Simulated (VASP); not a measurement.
# LiCl (P4/mmm) in VASP: further runs

The runs below take LiCl through single point, with r2SCAN, PBE.

Program: VASP 6.6.1. These are calculated values, not measurements. Logs are shortened: lines on timing, memory, paths and dates and some standing lists are left out, and cuts for length are marked.

### Step 1. The cell of the first run

Symmetry: P4/mmm, No. 123, tetragonal system. The conventional cell has a = 3.271 Å, b = 3.271 Å, c = 3.169 Å, α = 90.00°, β = 90.00°, γ = 90.00°. Within 3.7 Å of Li (site symmetry 4/mmm) lie 8 Cl at 2.80 Å and 6 Li at 3.17 to 3.27 Å. Cl (site symmetry 4/mmm) has 8 Li at 2.80 Å and 6 Cl at 3.17 to 3.27 Å within 3.7 Å.

### Step 2. Single point, r2SCAN (uniaxial x strain -3.1%)

POSCAR

```
LiCl
1.0
    3.1693915837      0.0000000000      0.0000000000
    0.0000000000      3.2711235254      0.0000000000
    0.0000000000      0.0000000000      3.2711235254
Li Cl
1 1
Direct
    0.0000000000      0.0000000000      0.0000000000
    0.5000000000      0.5000000000      0.5000000000
```

INCAR.step1

```
SYSTEM = LiCl
ALGO = Normal ; EDIFF = 1E-4
ENCUT = 520 ; GGA = PE
ISMEAR = 0 ; LASPH = .True.
LCHARG = .False. ; LREAL = .False.
LWAVE = .True. ; NBANDS = 12
NELM = 80 ; PREC = Accurate
SIGMA = 0.01
```

INCAR.step2

```
SYSTEM = LiCl
ALGO = Normal ; EDIFF = 1E-6
ENCUT = 520 ; ISIF = 2
ISMEAR = 0 ; ISTART = 1
LASPH = .True. ; LCHARG = .False.
LMIXTAU = .True. ; LREAL = .False.
LWAVE = .False. ; METAGGA = R2SCAN
NBANDS = 12 ; NELM = 80
PREC = Accurate ; SIGMA = 0.01
```

KPOINTS

```
k-points
0
Gamma
  8 8 8
  0 0 0
```

Potentials or basis: VASP PAW PBE potentials, release 64 (Li_sv, Cl).

Started as:

```console
> cat potpaw_PBE.64/Li_sv/POTCAR potpaw_PBE.64/Cl/POTCAR > POTCAR
> cp INCAR.step1 INCAR
> mpirun -np 1 vasp_std > vasp.out
> cp INCAR.step2 INCAR
> mpirun -np 1 vasp_std > vasp.out
```

OUTCAR:

```text
SYSTEM = LiCl
   EDIFF = 1E-6
   ENCUT = 520
   ISIF = 2
   ISMEAR = 0
   ISTART = 1
   LASPH = .True.
   LREAL = .False.
   METAGGA = R2SCAN
   NELM = 80
   PREC = Accurate

 ion  position               nearest neighbor table
   1  0.000  0.000  0.000-
   2  0.500  0.500  0.500-

  LATTYP: Found a simple tetragonal cell.
 ALAT       =     3.2711235254
 C/A-ratio  =     0.9689000000

  Lattice vectors:

 A1 = (   0.0000000000,   3.2711235254,   0.0000000000)
 A2 = (   0.0000000000,   0.0000000000,   3.2711235254)
 A3 = (   3.1693915837,   0.0000000000,   0.0000000000)

Analysis of symmetry for initial positions (statically):
=====================================================================
 Subroutine PRICEL returns:
 Original cell was already a primitive cell.

 Routine SETGRP: Setting up the symmetry group for a
 simple tetragonal supercell.

 Subroutine GETGRP returns: Found 16 space group operations
 (whereof 16 operations were pure point group operations)
 out of a pool of 16 trial point group operations.

The static configuration has the point symmetry D_4h.

Analysis of symmetry for dynamics (positions and initial velocities):
=====================================================================
 Subroutine PRICEL returns:
 Original cell was already a primitive cell.

 Routine SETGRP: Setting up the symmetry group for a
 simple tetragonal supercell.

 Subroutine GETGRP returns: Found 16 space group operations
 (whereof 16 operations were pure point group operations)
 out of a pool of 16 trial point group operations.

The dynamic configuration has the point symmetry D_4h.

 Subroutine INISYM returns: Found 16 space group operations
 (whereof 16 operations are pure point group operations),
 and found     1 'primitive' translations

----------------------------------------------------------------------------------------

                                     Primitive cell

  volume of cell :      33.9133

  direct lattice vectors                    reciprocal lattice vectors
     3.169391584  0.000000000  0.000000000     0.315517970  0.000000000  0.000000000
     0.000000000  3.271123525  0.000000000     0.000000000  0.305705362  0.000000000
     0.000000000  0.000000000  3.271123525     0.000000000  0.000000000  0.305705362

  length of vectors
     3.169391584  3.271123525  3.271123525     0.315517970  0.305705362  0.305705362

  position of ions in fractional coordinates (direct lattice)
     0.000000000  0.000000000  0.000000000
[... 88 lines left out ...]
   PSTRESS=    0.0 pullay stress
   NELECT =      10.0000    total number of electrons
   NUPDOWN=      -1.0000    fix difference up-down
   EMIN   =  10.00;   EMAX   =-10.00  energy-range for DOS
   EFERMI =   0.00;   METHOD = LEGACY
   ISMEAR =     0;   SIGMA  =   0.01  broadening in eV -4-tet -1-fermi 0-gaus
   EFERMI_NEDOS =   21; number of points for ismear=-14 and -15
   IALGO  =     38    algorithm
   IMIX   =      4    mixing-type and parameters
     AMIX     =   0.40;   BMIX     =  1.00
     AMIX_MAG =   1.60;   BMIX_MAG =  1.00
  volume/ion in A,a.u.               =      16.96       114.43
  Fermi-wavevector in a.u.,A,eV,Ry     =   1.089645  2.059130 16.154544  1.187326
  Thomas-Fermi vector in A             =   2.225852
   LORBIT       =      0    0 simple, 1 ext, 2 COOP (PROOUT), +10 PAW based schemes
   METAGGA = R2SCAN    functional components
   LHFCALC =     F    Hartree Fock is set to
   AEXX    =    0.0000 exact exchange contribution
   IVDW    =     0    specifies the selected vdW correction
   LEPSILON=     F    determine dielectric tensor
   LRPA    =     F    only Hartree local field effects (RPA)
 non-spin polarized calculation
 Gauss-broadening in eV      SIGMA  =   0.01
  energy-cutoff  :      520.00
  volume of cell :       33.91
 maximum number of plane-waves:       928
 NGX is ok and might be reduce to    24
   NGX = 11   NGY = 13   NGZ = 13

 number of electron      10.0000003 magnetization

 Free energy of the ion-electron system (eV)
  ---------------------------------------------------
  ext. energy  EPLUGINS =         0.00000000
  ---------------------------------------------------
  free energy    TOTEN  =       -11.95164310 eV

  energy without entropy =      -11.95164310  energy(sigma->0) =      -11.95164310

 E-fermi :   1.8449     XC(G=0):  -9.1568

 val. band max:        1.6831235584   @ k =   0.0000   0.5000   0.5000
 cond. band min:       7.0097271897   @ k =   0.0000   0.0000   0.0000
 fundamental gap:      5.3266036313
 Fermi energy:         1.8449152560

 k-point     1 :       0.0000    0.0000    0.0000
  band No.  band energies     occupation
      1     -45.1684      2.00000
      2     -13.5165      2.00000
      3       0.4803      2.00000
      4       0.4803      2.00000
      5       0.8779      2.00000
      6       7.0097      0.00000
      7      10.6572      0.00000
      8      11.0193      0.00000
      9      16.0557      0.00000
     10      16.0557      0.00000
     11      16.5086      0.00000
     12      19.0588      0.00000
[... 331 lines left out ...]
 k-point    24 :       0.3750    0.5000    0.0000
  band No.  band energies     occupation
      1     -45.1630      2.00000
      2     -12.4457      2.00000
      3      -2.1019      2.00000
      4      -1.7175      2.00000
      5       1.3555      2.00000
      6       7.9611      0.00000
      7      11.2724      0.00000
      8      12.3402      0.00000
      9      14.1602      0.00000
     10      14.2914      0.00000
     11      15.8135      0.00000
     12      17.9990      0.00000

 [... further k-points ...]

------------------------ aborting loop because EDIFF is reached ----------------------------------------

  FORCE on cell =-STRESS in cart. coord.  units (eV):
  Direction    XX          YY          ZZ          XY          YZ          ZX
  --------------------------------------------------------------------------------------
  -------------------------------------------------------------------------------------
  Total        0.7674291     -0.1726010     -0.1726010     -0.0000000      0.0000000     -0.0000000
  in kB       36.2559325     -8.1542524     -8.1542524     -0.0000000      0.0000000     -0.0000000
  external PRESSURE =       6.6491426 kB  Pullay stress =       0.0000000 kB

 VOLUME and BASIS-vectors are now :
 -----------------------------------------------------------------------------
  energy-cutoff  :      520.00
  volume of cell :       33.91
      direct lattice vectors                 reciprocal lattice vectors
     3.169391584  0.000000000  0.000000000     0.315517970  0.000000000  0.000000000
     0.000000000  3.271123525  0.000000000     0.000000000  0.305705362  0.000000000
     0.000000000  0.000000000  3.271123525     0.000000000  0.000000000  0.305705362

 POSITION                                       TOTAL-FORCE (eV/Angst)
 -----------------------------------------------------------------------------------
      0.00000      0.00000      0.00000         0.000000      0.000000      0.000000
      1.58470      1.63556      1.63556         0.000000      0.000000      0.000000
 -----------------------------------------------------------------------------------
    total drift:                                0.000000     -0.000000     -0.000000

  FREE ENERGIE OF THE ION-ELECTRON SYSTEM (eV)
  ---------------------------------------------------
  free  energy   TOTEN  =       -11.9516430963 eV

  energy  without entropy=      -11.9516430963  energy(sigma->0) =      -11.95164310
```

It took 51 s on 1 thread of Intel Xeon Platinum 8259CL at 2.50GHz (Skylake/Cascade Lake), shared host; peak memory 0.15 GiB.

Results:

```
Free energy            : -11.9516 eV
Band gap on the k mesh : 5.33 eV, indirect (least direct gap 5.64 eV)
```

Caveat: the cell differs from its parent crystal (uniaxial x strain -3.1%); the cutoff is under 1.25 times the usual one of these potentials, so pressure, stress and relaxed cells hold a basis-set (Pulay) error; the PAW data sets were made with another functional, which shifts forces and pressure a little.

### Step 3. Single point, PBE (uniaxial x strain -3.1%)

INCAR

```
ALGO     = Normal         # electronic algorithm
EDIFF    = 1E-6           # SCF threshold, eV
ENCUT    = 520            # plane-wave cutoff, eV
GGA      = PE             # functional
ISIF     = 2              # what is computed and relaxed
ISMEAR   = -1             # smearing method
LASPH    = True           # aspherical terms in the spheres
LCHARG   = True           # write CHGCAR
LELF     = True           # ELF
LREAL    = False          # projectors in reciprocal space
LVHAR    = True         
LWAVE    = False          # write WAVECAR
NBANDS   = 12             # bands
NELM     = 100            # most SCF steps
PREC     = Accurate       # precision mode
SIGMA    = 0.02           # smearing width, eV
```

KPOINTS

```
k-points
0
Gamma
  8 8 8
```

POSCAR is that of step 2.

Potentials or basis: VASP PAW PBE potentials, release 64 (Li_sv, Cl).

Started as:

```console
> cat potpaw_PBE.64/Li_sv/POTCAR potpaw_PBE.64/Cl/POTCAR > POTCAR
> mpirun -np 1 vasp_std > vasp.out
```

Wall time 12 s (1 thread of Intel Xeon Platinum 8259CL at 2.50GHz (Skylake/Cascade Lake), shared host); peak memory 0.15 GiB.

It converged, with:

```yaml
Free_energy: -6.8065 eV
Band_gap_on_the_k_mesh: 4.37 eV, indirect (least direct gap 4.90 eV)
```

Levels at points of the mesh, in eV from the valence-band top:
```tsv
k point	band 2	band 3	band 4	band 5	band 6	band 7	band 8	band 9
(0.00, 0.00, 0.00)	-14.57	-1.16	-1.16	-0.78	4.37	8.30	8.64	13.09
(0.50, 0.00, 0.00)	-13.94	-4.31	-0.59	-0.59	5.60	9.65	9.94	9.94
(0.00, 0.50, 0.00)	-14.06	-4.30	-0.67	-0.33	5.79	9.49	9.79	10.38
(0.50, 0.50, 0.00)	-13.43	-3.73	-3.59	-0.25	5.06	9.56	9.87	10.46
(0.00, 0.50, 0.50)	-13.54	-3.71	-3.71	0.00	4.90	9.94	9.94	10.74
(0.50, 0.50, 0.50)	-12.98	-2.88	-2.71	-2.71	4.88	4.96	4.96	12.07
```

Caveat: the cell differs from its parent crystal (uniaxial x strain -3.1%); the cutoff is under 1.25 times the usual one of these potentials, so pressure, stress and relaxed cells hold a basis-set (Pulay) error. A k mesh can miss the band edges.
